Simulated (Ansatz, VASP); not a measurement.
AlN: VASP beside Ansatz

```
Al N
1.0
     3.11383    0.00000    0.00000
    -1.55692    2.69666    0.00000
     0.00000    0.00000    4.95794
Al N
2 2
Direct
  0.33333 0.66667 0.99899
  0.66667 0.33333 0.49899
  0.33333 0.66667 0.38101
  0.66667 0.33333 0.88101
```

Change from the starting cell: z stretched by -0.5 %, x and y held.

Alike in both runs: task relaxation of the atoms; functional PBEsol; k mesh 8 × 8 × 6; no spin polarisation.

|  | VASP | Ansatz |
| --- | --- | --- |
| version | VASP 6.6.1 | Ansatz 0.2.0 |
| potentials or method | VASP PAW PBE potentials, release 64 (Al, N), cutoff 520 eV | all-electron LAPW, scalar-relativistic |
| occupations | gaussian, width 0.01 eV | fixed |

```tsv
	VASP	Ansatz	Ansatz less VASP
gap on the k mesh at the Fermi level, each at its own relaxed structure (eV)	4.13	4.12	-0.005
```

VASP's potentials were made for PBE, not for PBEsol. Ansatz ran all-electron here, and VASP with PAW potentials.
